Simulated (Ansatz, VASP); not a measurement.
ZrC: VASP beside Ansatz

```
Zr C
1.0
     0.00000    2.33463    2.33463
     2.33463    0.00000    2.33463
     2.33463    2.33463    0.00000
Zr C
1 1
Direct
  0.50000 0.50000 0.50000
  0.00000 0.00000 0.00000
```

Alike in both runs: functional PBEsol; k mesh 16 × 16 × 16; occupations fermi-dirac, width 0.15 eV; no spin polarisation.

Ansatz relaxed the structure, and its values are those at the end. VASP's run is a single point on that final structure, the one shown.

|  | VASP | Ansatz |
| --- | --- | --- |
| version | VASP 6.6.1 | Ansatz 0.2.0 |
| potentials or method | VASP PAW PBE potentials, release 64 (Zr_sv, C), cutoff 520 eV | scalar-relativistic, plane waves, PAW |
| valence electrons in the cell | 16 | 16 |

```csv
,VASP,Ansatz,Ansatz less VASP
gap on the k mesh at the Fermi level (eV),none,none,-
pressure (GPa),0.4,0.0,-0.38
```

VASP's potentials were made for PBE, not for PBEsol. A gap of «none» marks a metal or a gap that the smearing closes.
